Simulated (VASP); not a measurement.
Crystal: C.

```
C
1.0
     2.52210    0.00000    0.00000
    -1.26105    2.18420    0.00000
     0.00000    0.00000    8.23710
C
8
Direct
  0.66667 0.33333 0.84375
  0.33333 0.66667 0.34375
  0.66667 0.33333 0.65625
  0.33333 0.66667 0.15625
  0.00000 0.00000 0.90625
  0.00000 0.00000 0.40625
  0.00000 0.00000 0.59375
  0.00000 0.00000 0.09375
```

Base run:

- Program: VASP 6.6.1
- Functional: r2SCAN
- Dispersion: rVV10
- Potentials or basis: VASP PAW PBE potentials, release 64 (C)
- Cutoff: 520 eV
- k mesh: 12 × 12 × 4
- Occupations: fermi-dirac, width 0.05 eV
- Spin: no spin polarisation

Its results: band gap on the k mesh 4.58 eV, indirect (least direct gap 5.40 eV); pressure -1.8 GPa; largest force 0.363 eV/Å.

Problem. After a change of settings the same cell gave: band gap on the k mesh 4.62 eV, indirect (least direct gap 5.41 eV); pressure -3.4 GPa; largest force 0.361 eV/Å. Which change was it?
A. dispersion from rVV10 to D3(BJ)
B. functional from r2SCAN to revPBE; dispersion from rVV10 to D4
C. functional from r2SCAN to BLYP; dispersion from rVV10 to D4

Solution. A.

Caveats: the PAW data sets were made with another functional, which shifts forces and pressure a little.
